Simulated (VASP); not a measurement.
Write the native input for VASP 6.6.1 that does the following.

- Task: density of states
- Functional: PBEsol
- Potentials or basis: VASP PAW PBE potentials, release 64 (Be)
- Cutoff: 520 eV
- k mesh: 23 × 23 × 23
- Occupations: fermi-dirac, width 0.1 eV
- Spin: no spin polarisation
- Dipole correction: no
- k mesh for the DOS: 35 × 35 × 35
- Occupations for the DOS: tetrahedron
- Further INCAR settings: ALGO = Normal; EDIFF = 1e-06

The system is Be.

```
Be
1.0
    -0.94094    0.94094    0.94094
     0.94094   -0.94094    0.94094
     0.94094    0.94094   -0.94094
Be
1
Direct
  0.00000 0.00000 0.00000
```

This cell differs from its parent crystal: volume scaled by 0.43.

The input as run:

POSCAR

```
Be
1.0
   -0.9409359956      0.9409359956      0.9409359956
    0.9409359956     -0.9409359956      0.9409359956
    0.9409359956      0.9409359956     -0.9409359956
Be
1
Direct
    0.0000000000      0.0000000000      0.0000000000
```

INCAR.step1

```
ALGO = Normal
EDIFF = 1E-6
ENCUT = 520
GGA = PS
ISIF = 2
ISMEAR = -1
LASPH = T
LCHARG = T
LREAL = F
LWAVE = F
NBANDS = 7
NELM = 100
PREC = Accurate
SIGMA = 0.1
```

KPOINTS.step1

```
k-points
0
Gamma
  23 23 23
```

INCAR.step2

```
ALGO = Normal
EDIFF = 1E-6
ENCUT = 520
GGA = PS
ICHARG = 11
ISIF = 2
ISMEAR = -5
LASPH = T
LCHARG = F
LORBIT = 10
LREAL = F
LWAVE = F
NEDOS = 2001
NELM = 100
PREC = Accurate
SIGMA = 0.1
```

KPOINTS.step2

```
k-points
0
Gamma
  35 35 35
```

Potentials or basis: VASP PAW PBE potentials, release 64 (Be).

The run is started by

```bash
$ cat potpaw_PBE.64/Be/POTCAR > POTCAR
$ cp INCAR.step1 INCAR
$ cp KPOINTS.step1 KPOINTS
$ mpirun -np 1 vasp_std > vasp.out
$ cp INCAR.step2 INCAR
$ cp KPOINTS.step2 KPOINTS
$ mpirun -np 1 vasp_std > vasp.out
```

Wall time 40 s on 1 thread of Intel Xeon 6975P-C, with other jobs on the host, peak memory 0.17 GiB.
